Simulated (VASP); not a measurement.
AlN: single point with PBE

The system is AlN.

```
CELL_PARAMETERS angstrom
3.11300 0.00000 0.00000
-1.55650 2.69594 0.00000
0.00000 0.00000 4.98100
ATOMIC_POSITIONS crystal
Al 0.33333 0.66667 0.00000
Al 0.66667 0.33333 0.50000
N 0.33333 0.66667 0.38000
N 0.66667 0.33333 0.88000
```

- Program: VASP 6.6.1
- Task: single point
- Functional: PBE
- Potentials or basis: VASP PAW PBE potentials, release 64 (Al, N)
- Cutoff: 520 eV
- k mesh: 12 × 12 × 4
- Occupations: gaussian, width 0.01 eV
- Spin: no spin polarisation
- Dipole correction: no
- Further INCAR settings: ALGO = Normal; EDIFF = 1e-06; NBANDS = 16

The pressure is 3.5 GPa. The largest force is 0.129 eV/Å. The band gap on the k mesh is 4.22 eV, direct.

Forces on the atoms (eV/Å):
```
Al   0.000  0.000 -0.129
Al   0.000  0.000 -0.129
N    0.000  0.000  0.129
N    0.000  0.000  0.129
```

Stress tensor (GPa, compression positive):
```
2.91 0.00 0.00
0.00 2.91 0.00
0.00 0.00 4.57
```

Levels at points of the mesh, in eV from the valence-band top:
| k point | band 4 | band 5 | band 6 | band 7 | band 8 | band 9 | band 10 | band 11 | band 12 | band 13 |
| --- | --- | --- | --- | --- | --- | --- | --- | --- | --- | --- |
| (0.00, 0.00, 0.00) | -0.83 | -0.83 | -0.18 | -0.18 | 0.00 | 4.22 | 6.66 | 10.62 | 11.17 | 11.17 |
| (0.50, 0.00, 0.00) | -4.13 | -3.33 | -2.06 | -1.77 | -0.66 | 5.82 | 5.83 | 8.20 | 10.30 | 10.91 |
| (0.00, 0.00, 0.50) | -3.31 | -0.52 | -0.52 | -0.52 | -0.52 | 6.47 | 6.47 | 10.34 | 10.34 | 11.48 |
| (0.50, 0.00, 0.50) | -5.57 | -1.43 | -1.43 | -1.35 | -1.35 | 5.33 | 5.33 | 9.29 | 9.29 | 11.83 |

Run time: 11 s on 1 thread of Intel(R) Xeon(R) 6975P-C (Granite Rapids) (shared host), peak memory 0.17 GiB.

A k mesh can miss the band edges. As with any semilocal functional, this PBE gap is likely too small.
